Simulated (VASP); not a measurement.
## AlNi3: single point with r2SCAN

Crystal: AlNi3.

```
CELL_PARAMETERS angstrom
3.52305 0.00000 0.00000
0.00000 3.52305 0.00000
0.00000 0.00000 3.52305
ATOMIC_POSITIONS crystal
Al 0.93300 0.92600 0.35200
Ni 0.93300 0.42600 0.85200
Ni 0.43300 0.92600 0.85200
Ni 0.43300 0.42600 0.35200
```

| Item | Value |
| --- | --- |
| Program | VASP 6.6.1 |
| Task | single point |
| Functional | r2SCAN |
| Potentials or basis | VASP PAW PBE potentials, release 64 (Al, Ni_sv_GW) |
| Cutoff | 760 eV |
| k mesh | 3 × 3 × 3 |
| Occupations | methfessel-paxton, width 0.023 eV |
| Spin | no spin polarisation |
| Dipole correction | no |
| Further INCAR settings | ALGO = Normal; EDIFF = 1e-06; NBANDS = 36 |

* Pressure: 1.5 GPa
* Band gap on the k mesh: zero (an odd number of electrons rules out a gap without spin polarisation)

Levels at points of the mesh, in eV from the Fermi level:
```csv
k point,band 25,band 26,band 27,band 28,band 29,band 30,band 31,band 32
"(0.00, 0.00, 0.00)",-0.29,0.01,0.01,0.01,0.61,0.61,0.61,6.81
```

It took 120 s on 1 thread of Intel(R) Xeon(R) Platinum 8259CL CPU @ 2.50GHz (Skylake/Cascade Lake), with other jobs on the host, peak memory 0.2 GiB.

Caveat: the k points lie up to 0.59 Å⁻¹ apart, too coarse for converged energies and pressures of a metal; the PAW data sets were made with another functional, which shifts forces and pressure a little. Spin polarisation is off, so any magnetic state and its effect on volume and gap are missing.
